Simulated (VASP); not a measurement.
# SiO2: electric field gradients with PBE

The system is SiO2.

```xyz
6
Lattice="-2.4453 2.4453 3.7440 2.4453 -2.4453 3.7440 2.4453 2.4453 -3.7440" Properties=species:S:1:pos:R:3 pbc="T T T"
Si    0.0000    0.0000    0.0000
Si    0.0000    2.4453    1.8720
O     1.2226    3.0487    2.8080
O     0.6034    1.2226    0.9360
O    -1.2226    1.8419    2.8080
O    -0.6034    3.6679    0.9360
```

This cell differs from its parent crystal: equal xx and yy strain of +3 %.

```json
{
  "Program": "VASP 6.6.1",
  "Task": "electric field gradients",
  "Functional": "PBE",
  "Potentials or basis": "VASP PAW PBE potentials, release 64 (Si, O)",
  "Cutoff": "520 eV",
  "k mesh": "7 × 7 × 7",
  "Occupations": "fermi-dirac, width 0.03 eV",
  "Spin": "no spin polarisation",
  "Dipole correction": "no",
  "Further INCAR settings": "ALGO = Normal; EDIFF = 1e-08; NBANDS = 25"
}
```

```
Pressure                                : -5.5 GPa
Largest force                           : 0.606 eV/Å
Band gap on the k mesh                  : 5.66 eV
Largest electric field gradient by atom : Si -2.4; O +94.0 V/Å²
```

Forces in eV/Å, atoms in the order of the input:
```
Si   0.000  0.000  0.000
Si   0.000  0.000  0.000
O    0.000 -0.606  0.000
O   -0.606  0.000  0.000
O    0.000  0.606  0.000
O    0.606  0.000  0.000
```

Stress tensor (GPa, compression positive):
```
-5.38  0.00  0.00
 0.00 -5.38  0.00
 0.00  0.00 -5.68
```

Levels at points of the mesh, in eV from the valence-band top:
```
           k point  band 14  band 15  band 16  band 17  band 18  band 19
(0.00, 0.00, 0.00)    -1.03     0.00     0.00     5.66     8.50    10.79
```

Electric field gradients, principal values (V/Å²):
```csv
atom,least,middle,greatest (by size)
1 Si,1.209,1.210,-2.419
2 Si,1.209,1.210,-2.419
3 O,-31.260,-62.768,94.027
4 O,-31.260,-62.768,94.027
5 O,-31.260,-62.763,94.023
6 O,-31.260,-62.763,94.023
```

Wall time 68 s on 1 thread of Intel(R) Xeon(R) Platinum 8488C (Sapphire Rapids), with other jobs on the host, peak memory 0.25 GiB.

Caveat: the cell differs from its parent crystal (equal xx and yy strain of +3 %); the cell stands under tension; without QUAD_EFG the Cq values of the log hold for a quadrupole moment of 1 mb, not for the nuclei; an odd mesh through Γ misses points on the zone boundary, where band edges can lie.
